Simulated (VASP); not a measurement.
Write the native input for VASP 6.6.1 that does the following.

- Task: single point
- Functional: PBEsol
- Potentials or basis: VASP PAW PBE potentials, release 64 (K_sv, S)
- Cutoff: 500 eV
- k mesh: 6 × 6 × 6
- Occupations: gaussian, width 0.01 eV
- Spin: no spin polarisation
- Dipole correction: no
- Further INCAR settings: ALGO = Normal; EDIFF = 1e-06; NBANDS = 19

The structure of K2S lies in POSCAR:

```
K2S
1.0
    3.4955673498      3.4955673498      0.0000000000
   -3.4955673498      3.4955673498      0.0000000000
    0.0000000000      3.4955673498      3.4955673498
K S
2 1
Direct
    0.2500000000      0.7500000000      0.5000000000
    0.7500000000      0.2500000000      0.5000000000
    0.0000000000      0.0000000000      0.0000000000
```

One way to write it, as run:

INCAR

```
PREC = Accurate
ENCUT = 500
EDIFF = 1E-6
ISMEAR = 0
SIGMA = 0.01
LREAL = F
LASPH = T
NELM = 120
ALGO = Normal
ISIF = 2
LWAVE = F
LCHARG = T
GGA = PS
LELF = T
LVHAR = T
NBANDS = 19
GGA_COMPAT = F
```

KPOINTS

```
Automatic mesh
0
Gamma
  6 6 6
```

Potentials or basis: VASP PAW PBE potentials, release 64 (K_sv, S).

The run is started by

```bash
$ cat potpaw_PBE.64/K_sv/POTCAR potpaw_PBE.64/S/POTCAR > POTCAR
$ mpirun -np 1 vasp_std > vasp.out
```

Results of the run:

```json
{
  "Pressure": "4.1 GPa",
  "Band gap on the k mesh": "2.70 eV, indirect (least direct gap 3.11 eV)"
}
```

Caveat: the PAW data sets were made with another functional, which shifts forces and pressure a little.

Wall time 47 s on 1 thread of Intel Xeon 8259CL, with other jobs on the host, peak memory 0.2 GiB.
